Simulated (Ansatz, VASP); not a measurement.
# Two plane-wave programs on CsPbCl3

POSCAR

```
CsPbCl3
1.0
    5.7356751395      0.0000000000      0.0000000000
    0.0000000000      5.7356751395      0.0000000000
    0.0000000000      0.0000000000      5.7356751395
Cs Pb Cl
1 1 3
Direct
    0.0000000000      0.0000000000      0.0000000000
    0.5000000000      0.5000000000      0.5000000000
    0.0000000000      0.5000000000      0.5000000000
    0.5000000000      0.5000000000      0.0000000000
    0.5000000000      0.0000000000      0.5000000000
```

Contents of INCAR.step1:

```
ALGO = Normal
EDIFF = 1E-4
ENCUT = 520
GGA = PE
ISMEAR = 0
LASPH = T
LCHARG = F
LREAL = F
LWAVE = T
NBANDS = 30
NELM = 100
PREC = Accurate
SIGMA = 0.05
```

INCAR.step2

```
ALGO = Normal
EDIFF = 1E-7
ENCUT = 520
ISIF = 2
ISMEAR = 0
ISTART = 1
LASPH = T
LCHARG = F
LMIXTAU = T
LREAL = F
LWAVE = F
METAGGA = R2SCAN
NBANDS = 30
NELM = 100
PREC = Accurate
SIGMA = 0.05
```

KPOINTS

```
k-points
0
Gamma
  6 6 6
```

Input for Ansatz:

```yaml
crystal:
  lattice:
    - [5.7356751395, 0.0, 0.0]
    - [0.0, 5.7356751395, 0.0]
    - [0.0, 0.0, 5.7356751395]
  atoms:
    - { symbol: Cs, position: [0.0, 0.0, 0.0] }
    - { symbol: Pb, position: [0.5, 0.5, 0.5] }
    - { symbol: Cl, position: [0.0, 0.5, 0.5] }
    - { symbol: Cl, position: [0.5, 0.5, 0.0] }
    - { symbol: Cl, position: [0.5, 0.0, 0.5] }
basis:
  ecutwfc: 500
  ecutrho_ratio: 4
kpoints:
  mp_grid: { grid: [6, 6, 6] }
hamiltonian:
  xc: r2scan
scf:
  occupations: { method: gaussian, width: 0.05 }
output:
  forces: true
  stress: true
  eigenvalues: true
  populations: true
  write_density: true
  write_potential: true
  elf: true
  volumetric_format: npy
```

Alike in both runs: task single point; functional r2SCAN; k mesh 6 × 6 × 6; occupations gaussian, width 0.05 eV; no spin polarisation.

|  | VASP | Ansatz |
| --- | --- | --- |
| version | VASP 6.6.1 | Ansatz 0.2.0 |
| potentials or method | VASP PAW PBE potentials, release 64 (Cs_sv, Pb_d, Cl), cutoff 520 eV | scalar-relativistic, plane waves, PAW |
| valence electrons in the cell | 44 | 44 |

Ansatz gave:

| Item | Value |
| --- | --- |
| gap on the k mesh at the Fermi level (eV) | 2.59 |
| least direct gap on the mesh (eV) | 2.59 |
| pressure (GPa) | -0.8 |

**Question.** Estimate VASP's values.

**Answer.** gap on the k mesh at the Fermi level (eV): 2.60; least direct gap on the mesh (eV): 2.60; pressure (GPa): -0.8.

VASP's potentials were made for PBE, not for r2SCAN.

Neither program's run includes spin-orbit coupling.
